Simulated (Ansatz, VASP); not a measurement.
**WSe2: VASP beside Ansatz**

INCAR

```
SYSTEM = WSe2
PREC = Accurate
ENCUT = 520
EDIFF = 1E-6
ISMEAR = -1
SIGMA = 0.05
LREAL = .FALSE.
LASPH = .TRUE.
NELM = 100
ALGO = Normal
ISIF = 2
LWAVE = .FALSE.
LCHARG = .FALSE.
GGA = PS
NBANDS = 35
```

File KPOINTS:

```
regular mesh
0
G
  6 6 2
  0 0 0
```

POSCAR

```
WSe2
1.0
    3.2996674443      0.0000000000      0.0000000000
   -1.6498337221      2.8575958308      0.0000000000
    0.0000000000      0.0000000000     13.1487009308
W Se
2 4
Direct
    0.3333333333      0.6666666667      0.2500000000
    0.6666666667      0.3333333333      0.7500000000
    0.6666666667      0.3333333333      0.3766602599
    0.6666666667      0.3333333333      0.1233397401
    0.3333333333      0.6666666667      0.8766602599
    0.3333333333      0.6666666667      0.6233397401
```

Input for Ansatz:

```yaml
crystal:
  lattice:
    - [3.2996674443, 0.0, 0.0]
    - [-1.6498337221, 2.8575958308, 0.0]
    - [0.0, 0.0, 13.1487009308]
  atoms:
    - { symbol: W, position: [0.3333333333, 0.6666666667, 0.25] }
    - { symbol: W, position: [0.6666666667, 0.3333333333, 0.75] }
    - { symbol: Se, position: [0.6666666667, 0.3333333333, 0.3766602599] }
    - { symbol: Se, position: [0.6666666667, 0.3333333333, 0.1233397401] }
    - { symbol: Se, position: [0.3333333333, 0.6666666667, 0.8766602599] }
    - { symbol: Se, position: [0.3333333333, 0.6666666667, 0.6233397401] }
kpoints:
  mp_grid: { grid: [6, 6, 2] }
hamiltonian:
  xc: pbesol
scf:
  occupations: { method: fermi_dirac, width: 0.05 }
  n_extra_bands: 5
output:
  forces: true
  stress: true
  eigenvalues: true
```

Alike in both runs: task single point; functional PBEsol; k mesh 6 × 6 × 2; occupations fermi-dirac, width 0.05 eV; no spin polarisation.

|  | VASP | Ansatz |
| --- | --- | --- |
| version | VASP 6.6.1 | Ansatz 0.2.0 |
| potentials or method | VASP PAW PBE potentials, release 64 (W_sv, Se) | plane waves |
| plane-wave cutoff (eV) | 520 | 420 |
| valence electrons in the cell | 52 | 92 |

|  | VASP | Ansatz | Ansatz less VASP |
| --- | --- | --- | --- |
| pressure (GPa) | -1.1 | -1.5 | -0.40 |
| traceless stress, the component that is largest in VASP (GPa) | 1.29 | 1.20 | -0.090 |
| rms of the force components (eV/Å) | 0.012 | 0.016 | +0.0046 |

VASP's potentials were made for PBE, not for PBEsol. Atom by atom the forces differ by 0.028 eV/Å (rms over components). VASP's potentials hold 52 valence electrons a cell and Ansatz's 92, so a difference there can come from the potentials and not from the codes.

Neither program's run includes spin-orbit coupling.
